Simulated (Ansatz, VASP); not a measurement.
# BN: VASP beside Ansatz

Contents of POSCAR:

```
BN
1.0
    0.0000000000      1.8120551922      1.8120551922
    1.8120551922      0.0000000000      1.8120551922
    1.8120551922      1.8120551922      0.0000000000
B N
1 1
Direct
    0.0000000000      0.0000000000      0.0000000000
    0.2499999997      0.2499999997      0.2499999997
```

INCAR.step1

```
SYSTEM = BN
PREC = Accurate ; ENCUT = 520
EDIFF = 1E-5 ; ISMEAR = -1
SIGMA = 0.01 ; LREAL = .False.
LASPH = .True. ; NELM = 120
ALGO = Normal ; ISIF = 2
LWAVE = .True. ; LCHARG = .False.
GGA = PE ; NBANDS = 11
GGA_COMPAT = .False.
```

The input INCAR.step2:

```
SYSTEM = BN
PREC = Accurate ; ENCUT = 520
EDIFF = 1E-6 ; ISMEAR = -1
SIGMA = 0.01 ; LREAL = .False.
LASPH = .True. ; NELM = 120
ALGO = Normal ; ISIF = 2
LWAVE = .False. ; LCHARG = .False.
GGA = PE ; LHFCALC = .True.
HFSCREEN = 0.2079 ; PRECFOCK = Normal
ISTART = 1 ; NBANDS = 11
GGA_COMPAT = .False.
```

The input KPOINTS:

```
regular mesh
0
Gamma
  8 8 8
  0 0 0
```

Input for Ansatz:

```yaml
crystal:
  lattice:
    - [0.0, 1.8120551922, 1.8120551922]
    - [1.8120551922, 0.0, 1.8120551922]
    - [1.8120551922, 1.8120551922, 0.0]
  atoms:
    - { symbol: B, position: [0.0, 0.0, 0.0] }
    - { symbol: "N", position: [0.2499999997, 0.2499999997, 0.2499999997] }
basis:
  ecutwfc: 420.0
  ecutrho_ratio: 4
  xc_grid: 2
  precision: f64
hamiltonian:
  xc: hse06
  pseudopotentials: { kind: paw, azcp: { folder: soft_1 } }
scf:
  max_iter: 100
  occupations: { method: fermi_dirac, width: 0.01 }
kpoints:
  mp_grid: { grid: [8, 8, 8] }
checkpoint:
  write: "../edges1.hse06.run"
  compress: false
  write_wavefunctions: true
  write_every: 100000
```

Alike in both runs: task single point; functional HSE06; k mesh 8 × 8 × 8; occupations fermi-dirac, width 0.01 eV; no spin polarisation.

|  | VASP | Ansatz |
| --- | --- | --- |
| version | VASP 6.6.1 | Ansatz 0.2.0 |
| potentials or method | VASP PAW PBE potentials, release 64 (B, N), cutoff 520 eV | plane-wave PAW DFT |
| valence electrons in the cell | 8 | 8 |

Ansatz gave:

- gap on the k mesh at the Fermi level (eV): 5.77

**Question.** What did VASP give for the same quantities?

**Answer.** gap on the k mesh at the Fermi level (eV): 5.76.

With one functional, cell and mesh, what is left measures potentials, basis and numerics.
